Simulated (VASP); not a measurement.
# Rh (Pm-3m) in VASP: single point with r2SCAN

Aim: the single point of Rh with r2SCAN.

Program: VASP 6.6.1. These are calculated values, not measurements. Logs are shortened: lines on timing, memory, paths and dates and some standing lists are left out, and cuts for length are marked.

### 1 The cell of the first run

The structure is cubic, space group Pm-3m (No. 221). The conventional cell has a = 2.396 Å, b = 2.396 Å, c = 2.396 Å, α = 90.00°, β = 90.00°, γ = 90.00°. Rh (site symmetry m-3m) has 6 Rh at 2.40 Å within 3.2 Å.

### 2 Single point, r2SCAN

Input file POSCAR:

```
Rh
1.0
   -0.7986009575      1.5972019150      1.5972019150
    1.5972019150     -0.7986009575      1.5972019150
    1.5972019150      1.5972019150     -0.7986009575
Rh
1
Direct
    0.0000000000      0.0000000000      0.0000000000
```

Input file INCAR.step1:

```
SYSTEM = Rh
ALGO = Normal ; EDIFF = 1E-4
ENCUT = 520 ; GGA = PE
ISMEAR = 0 ; LASPH = .TRUE.
LCHARG = .FALSE. ; LREAL = .FALSE.
LWAVE = .TRUE. ; NBANDS = 14
NELM = 60 ; PREC = Accurate
SIGMA = 0.15
```

Input file INCAR.step2:

```
SYSTEM = Rh
ALGO = Normal ; EDIFF = 1E-7
ENCUT = 520 ; ISIF = 2
ISMEAR = 0 ; ISTART = 1
LASPH = .TRUE. ; LCHARG = .TRUE.
LELF = .TRUE. ; LMIXTAU = .TRUE.
LREAL = .FALSE. ; LVHAR = .TRUE.
LWAVE = .FALSE. ; METAGGA = R2SCAN
NBANDS = 14 ; NELM = 60
PREC = Accurate ; SIGMA = 0.15
```

Input file KPOINTS:

```
k-points
0
G
  24 24 24
  0 0 0
```

Potentials or basis: VASP PAW PBE potentials, release 64 (Rh_pv).

Run with:

```bash
$ cat potpaw_PBE.64/Rh_pv/POTCAR > POTCAR
$ cp INCAR.step1 INCAR
$ mpirun -np 1 vasp_std > vasp.out
$ cp INCAR.step2 INCAR
$ mpirun -np 1 vasp_std > vasp.out
```

OUTCAR:

```text
SYSTEM = Rh
   EDIFF = 1E-7
   ENCUT = 520
   ISIF = 2
   ISMEAR = 0
   ISTART = 1
   LASPH = .TRUE.
   LREAL = .FALSE.
   METAGGA = R2SCAN
   NELM = 60
   PREC = Accurate

 ion  position               nearest neighbor table
   1  0.000  0.000  0.000-

  LATTYP: Found a simple cubic cell.
 ALAT       =     2.3958028725

  Lattice vectors:

 A1 = (  -0.7986009575,   1.5972019150,   1.5972019150)
 A2 = (   1.5972019150,  -0.7986009575,   1.5972019150)
 A3 = (   1.5972019150,   1.5972019150,  -0.7986009575)

Analysis of symmetry for initial positions (statically):
=====================================================================
 Subroutine PRICEL returns:
 Original cell was already a primitive cell.

 Routine SETGRP: Setting up the symmetry group for a
 simple cubic supercell.

 Subroutine GETGRP returns: Found 48 space group operations
[... 9 lines left out ...]

 Routine SETGRP: Setting up the symmetry group for a
 simple cubic supercell.

 Subroutine GETGRP returns: Found 48 space group operations
[... 11 lines left out ...]
                                     Primitive cell

  volume of cell :      13.7516

  direct lattice vectors                    reciprocal lattice vectors
    -0.798600958  1.597201915  1.597201915    -0.139132204  0.278264407  0.278264407
     1.597201915 -0.798600958  1.597201915     0.278264407 -0.139132204  0.278264407
     1.597201915  1.597201915 -0.798600958     0.278264407  0.278264407 -0.139132204

  length of vectors
     2.395802873  2.395802873  2.395802873     0.417396611  0.417396611  0.417396611

  position of ions in fractional coordinates (direct lattice)
     0.000000000  0.000000000  0.000000000

  ion indices of the primitive-cell ions
   primitive index   ion index
                 1           1

----------------------------------------------------------------------------------------

 KPOINTS: k-points

Automatic generation of k-mesh.
 Grid dimensions read from file:
 generate k-points for:   24   24   24

 Generating k-lattice:

  Cartesian coordinates                     Fractional coordinates (reciprocal lattice)
    -0.005797175  0.011594350  0.011594350     0.041666667  0.000000000  0.000000000
     0.011594350 -0.005797175  0.011594350     0.000000000  0.041666667  0.000000000
     0.011594350  0.011594350 -0.005797175     0.000000000  0.000000000  0.041666667

  Length of vectors
     0.017391525  0.017391525  0.017391525

  Shift w.r.t. Gamma in fractional coordinates (k-lattice)
     0.000000000  0.000000000  0.000000000

 Subroutine IBZKPT returns following result:
 ===========================================

 Found    455 irreducible k-points:

 Following reciprocal coordinates:
            Coordinates               Weight
  0.000000  0.000000  0.000000      1.000000
  0.041667  0.000000  0.000000      6.000000
  0.083333  0.000000  0.000000      6.000000
  0.125000  0.000000  0.000000      6.000000
  0.166667  0.000000  0.000000      6.000000
  0.208333  0.000000  0.000000      6.000000
[... 16 lines left out ...]
  0.416667  0.041667  0.000000     24.000000
  0.458333  0.041667 -0.000000     24.000000
 [... further k-points ...]
   k-points           NKPTS =    455   k-points in BZ     NKDIM =    455   number of bands    NBANDS=     14
   number of dos      NEDOS =    301   number of ions     NIONS =      1
   total plane-waves  NPLWV =   5832
   dimension x,y,z NGX =    18 NGY =   18 NGZ =   18
   dimension x,y,z NGXF=    36 NGYF=   36 NGZF=   36
   ions per type =               1
   NGX,Y,Z   is equivalent  to a cutoff of  12.49, 12.49, 12.49 a.u.
   NGXF,Y,Z  is equivalent  to a cutoff of  24.98, 24.98, 24.98 a.u.
 SYSTEM =  Rh
   PREC   = accura    normal or accurate (medium, high low for compatibility)
   ISTART =      1    job   : 0-new  1-cont  2-samecut
   ICHARG =      0    charge: 1-file 2-atom 10-const
   ISPIN  =      1    spin polarized calculation?
   LNONCOLLINEAR =      F non collinear calculations
   LSORBIT =      F    spin-orbit coupling
   LASPH  =      T    aspherical Exc in radial PAW
   ENCUT  =  520.0 eV  38.22 Ry    6.18 a.u.   4.45  4.45  4.45*2*pi/ulx,y,z
   NELM   =     60;   NELMIN=  2; NELMDL=  0     # of ELM steps
   EDIFF  = 0.1E-06   stopping-criterion for ELM
   LREAL  =      F    real-space projection
   EDIFFG = 0.1E-05   stopping-criterion for IOM
   NSW    =      0    number of steps for IOM
   IBRION =     -1    ionic relax: 0-MD 1-quasi-New 2-CG
   NFREE  =      0    steps in history (QN), initial steepest desc. (CG)
   ISIF   =      2    stress and relaxation
   ISYM   =      2    0-nonsym 1-usesym 2-fastsym
   POTIM  = 0.5000    time-step for ionic-motion
   TEBEG  =    0.0;   TEEND  =   0.0 temperature during run
   PSTRESS=    0.0 pullay stress
   NELECT =      15.0000    total number of electrons
   NUPDOWN=      -1.0000    fix difference up-down
   EMIN   =  10.00;   EMAX   =-10.00  energy-range for DOS
   EFERMI =   0.00;   METHOD = LEGACY
   ISMEAR =     0;   SIGMA  =   0.15  broadening in eV -4-tet -1-fermi 0-gaus
   EFERMI_NEDOS =   21; number of points for ismear=-14 and -15
   IALGO  =     38    algorithm
   IMIX   =      4    mixing-type and parameters
     AMIX     =   0.40;   BMIX     =  1.00
     AMIX_MAG =   1.60;   BMIX_MAG =  1.00
  volume/ion in A,a.u.               =      13.75        92.80
  Fermi-wavevector in a.u.,A,eV,Ry     =   1.685211  3.184586 38.639656  2.839935
  Thomas-Fermi vector in A             =   2.768095
   LORBIT       =      0    0 simple, 1 ext, 2 COOP (PROOUT), +10 PAW based schemes
   METAGGA = R2SCAN    functional components
   LHFCALC =     F    Hartree Fock is set to
   AEXX    =    0.0000 exact exchange contribution
   IVDW    =     0    specifies the selected vdW correction
   LEPSILON=     F    determine dielectric tensor
   LRPA    =     F    only Hartree local field effects (RPA)
 non-spin polarized calculation
 Gauss-broadening in eV      SIGMA  =   0.15
  energy-cutoff  :      520.00
  volume of cell :       13.75
 maximum number of plane-waves:       384
 NGX is ok and might be reduce to    18
   NGX =  9   NGY =  9   NGZ =  9

 number of electron      14.9999991 magnetization

 Free energy of the ion-electron system (eV)
  ---------------------------------------------------
  ext. energy  EPLUGINS =         0.00000000
  ---------------------------------------------------
  free energy    TOTEN  =       -23.09582795 eV

  energy without entropy =      -23.08157680  energy(sigma->0) =      -23.08870237

 E-fermi :  11.9591     XC(G=0): -14.8771

 val. band max:       11.9589621671   @ k =   0.1667   0.1667   0.0833
 cond. band min:      11.9610757128   @ k =   0.1250   0.1250   0.0000
 fundamental gap:      0.0021135457
 Fermi energy:        11.9591110517

 k-point     1 :       0.0000    0.0000    0.0000
  band No.  band energies     occupation
      1     -35.6947      2.00000
      2     -35.6947      2.00000
      3     -35.6947      2.00000
      4       3.9808      2.00000
      5       5.2452      2.00000
      6       5.2452      2.00000
      7      12.9819      0.00000
      8      12.9819      0.00000
      9      12.9819      0.00000
     10      30.0281      0.00000
     11      30.8788      0.00000
     12      30.8788      0.00000
     13      30.8788      0.00000
     14      39.5420      0.00000

 k-point     2 :       0.0417    0.0000    0.0000
  band No.  band energies     occupation
      1     -35.7177      2.00000
      2     -35.6927      2.00000
      3     -35.6927      2.00000
      4       4.0421      2.00000
      5       5.2581      2.00000
      6       5.3078      2.00000
      7      12.9207      0.00000
      8      12.9207      0.00000
      9      12.9866      0.00000
     10      30.0267      0.00000
     11      30.4837      0.00000
     12      30.9894      0.00000
     13      30.9894      0.00000
     14      39.0985      0.00000

 k-point     3 :       0.0833    0.0000    0.0000
  band No.  band energies     occupation
      1     -35.7851      2.00000
      2     -35.6871      2.00000
      3     -35.6871      2.00000
      4       4.2133      2.00000
      5       5.2964      2.00000
      6       5.5042      2.00000
      7      12.7450      0.00000
      8      12.7450      0.00000
      9      13.0003      0.00000
     10      29.4862      0.00000
     11      30.0310      0.00000
     12      31.3123      0.00000
     13      31.3123      0.00000
     14      38.0963      0.00000

 k-point     4 :       0.1250    0.0000    0.0000
  band No.  band energies     occupation
      1     -35.8914      2.00000
      2     -35.6780      2.00000
      3     -35.6780      2.00000
      4       4.4605      2.00000
      5       5.3579      2.00000
      6       5.8546      2.00000
      7      12.4753      0.00000
      8      12.4753      0.00000
      9      13.0222      0.00000
     10      28.2109      0.00000
     11      30.0297      0.00000
     12      31.8227      0.00000
     13      31.8227      0.00000
     14      36.9193      0.00000

 k-point     5 :       0.1667    0.0000    0.0000
  band No.  band energies     occupation
      1     -36.0284      2.00000
      2     -35.6662      2.00000
      3     -35.6662      2.00000
      4       4.7457      2.00000
      5       5.4392      2.00000
      6       6.3740      2.00000
      7      12.1403      0.08759
      8      12.1403      0.08759
      9      13.0509      0.00000
     10      26.8476      0.00000
     11      30.0294      0.00000
[... 276 lines left out ...]
 k-point    22 :       0.3750    0.0417   -0.0000
  band No.  band energies     occupation
      1     -36.7924      2.00000
      2     -35.6190      2.00000
      3     -35.5950      2.00000
      4       5.9864      2.00000
      5       6.2821      2.00000
      6       9.8681      2.00000
      7      10.4685      2.00000
      8      11.0243      2.00000
      9      13.1669      0.00000
     10      21.1914      0.00000
     11      30.0291      0.00000
     12      31.3151      0.00000
     13      35.8012      0.00000
     14      36.8799      0.00000

 k-point    23 :       0.4167    0.0417    0.0000
  band No.  band energies     occupation
      1     -36.8896      2.00000
      2     -35.6097      2.00000
      3     -35.5858      2.00000
      4       6.0585      2.00000
      5       6.4950      2.00000
      6       9.8679      2.00000
      7      10.2739      2.00000
      8      11.5373      1.99993
      9      13.1901      0.00000
     10      20.5087      0.00000
     11      30.0289      0.00000
     12      30.8864      0.00000
     13      35.8713      0.00000
     14      37.6090      0.00000

 k-point    24 :       0.4583    0.0417   -0.0000
  band No.  band energies     occupation
      1     -36.9502      2.00000
      2     -35.6039      2.00000
      3     -35.5801      2.00000
      4       6.1040      2.00000
      5       6.6355      2.00000
      6       9.7972      2.00000
      7      10.1540      2.00000
      8      11.9677      0.93579
      9      13.2048      0.00000
     10      20.0693      0.00000
     11      30.0291      0.00000
     12      30.6236      0.00000
     13      35.6306      0.00000
     14      37.8095      0.00000

 [... further k-points ...]
[... 5 lines left out ...]
  --------------------------------------------------------------------------------------
  -------------------------------------------------------------------------------------
  Total        3.7086649      3.7086649      3.7086649     -0.0000000     -0.0000000      0.0000000
  in kB      432.0907089    432.0907089    432.0907089     -0.0000000     -0.0000000      0.0000000
  external PRESSURE =     432.0907089 kB  Pullay stress =       0.0000000 kB

 VOLUME and BASIS-vectors are now :
 -----------------------------------------------------------------------------
  energy-cutoff  :      520.00
  volume of cell :       13.75
      direct lattice vectors                 reciprocal lattice vectors
    -0.798600958  1.597201915  1.597201915    -0.139132204  0.278264407  0.278264407
     1.597201915 -0.798600958  1.597201915     0.278264407 -0.139132204  0.278264407
     1.597201915  1.597201915 -0.798600958     0.278264407  0.278264407 -0.139132204

 POSITION                                       TOTAL-FORCE (eV/Angst)
 -----------------------------------------------------------------------------------
      0.00000      0.00000      0.00000         0.000000      0.000000      0.000000
 -----------------------------------------------------------------------------------
    total drift:                                0.000000      0.000000      0.000000

  FREE ENERGIE OF THE ION-ELECTRON SYSTEM (eV)
  ---------------------------------------------------
  free  energy   TOTEN  =       -23.0958279469 eV

  energy  without entropy=      -23.0815768030  energy(sigma->0) =      -23.08870237
```

Wall time 2.4 min (1 thread of Intel Xeon Platinum 8375C at 2.90GHz (Ice Lake), shared host); peak memory 0.19 GiB.

Results:

| Item | Value |
| --- | --- |
| Free energy | -23.0958 eV |
| Pressure | 43.2 GPa |

Caveat: the PAW data sets were made with another functional, which shifts forces and pressure a little.
